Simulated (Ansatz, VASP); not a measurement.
# Ti2O in VASP and in Ansatz

Contents of POSCAR:

```
Ti2O
1.0
    2.9514347818      0.0000000000      0.0000000000
   -1.4757173909      2.5560174986      0.0000000000
    0.0000000000      0.0000000000      4.8140044024
Ti O
2 1
Direct
    0.6666666667      0.3333333333      0.2688898712
    0.3333333333      0.6666666667      0.7311101288
    0.0000000000      0.0000000000      0.0000000000
```

Contents of INCAR.step1:

```
PREC = Accurate ; ENCUT = 520
ISMEAR = 0 ; SIGMA = 0.15
LREAL = False ; LASPH = True
NELM = 60 ; NBANDS = 22
GGA = PE ; ALGO = Normal
EDIFF = 1E-4 ; LWAVE = True
LCHARG = False
```

Contents of INCAR.step2:

```
PREC = Accurate ; ENCUT = 520
EDIFF = 1E-7 ; ISMEAR = 0
SIGMA = 0.15 ; LREAL = False
LASPH = True ; NELM = 60
ALGO = Normal ; ISIF = 2
LWAVE = False ; LCHARG = False
METAGGA = R2SCAN ; LMIXTAU = True
NBANDS = 22 ; ISTART = 1
```

KPOINTS

```
Automatic mesh
0
Gamma
  12 12 8
```

Input for Ansatz:

```yaml
crystal:
  lattice:
    - [2.9514347743, 0.0, 0.0]
    - [-1.4757173872, 2.5560174921, 0.0]
    - [0.0, 0.0, 4.8140044533]
  atoms:
    - { symbol: Ti, position: [0.6666666667, 0.3333333333, 0.2688898715] }
    - { symbol: Ti, position: [0.3333333333, 0.6666666667, 0.7311101285] }
    - { symbol: O, position: [0.0, 0.0, 0.0] }
basis:
  ecutwfc: 500
kpoints:
  mp_grid: { grid: [12, 12, 8] }
hamiltonian:
  xc: r2scan
scf:
  occupations: { method: gaussian, width: 0.15 }
output:
  forces: true
  stress: true
  eigenvalues: true
  write_density: true
  write_potential: true
  elf: true
  volumetric_format: npy
```

Alike in both runs: task single point; functional r2SCAN; k mesh 12 × 12 × 8; occupations gaussian, width 0.15 eV; no spin polarisation.

|  | VASP | Ansatz |
| --- | --- | --- |
| version | VASP 6.6.1 | Ansatz 0.2.0 |
| potentials or method | VASP PAW PBE potentials, release 64 (Ti_sv, O), cutoff 520 eV | scalar-relativistic, plane waves, PAW |
| valence electrons in the cell | 30 | 30 |

```csv
,VASP,Ansatz,Ansatz less VASP
gap on the k mesh at the Fermi level (eV),none,none,-
pressure (GPa),1.1,0.0,-1.05
"traceless stress, the component that is largest in VASP (GPa)",-0.10,-0.11,-0.013
rms of the force components (eV/Å),0.029,0.000,-0.0293
```

VASP's potentials were made for PBE, not for r2SCAN. Atom by atom the forces differ by 0.030 eV/Å (rms over components). A gap of «none» marks a metal or a gap that the smearing closes. With one functional, cell and mesh, what is left measures potentials, basis and numerics.
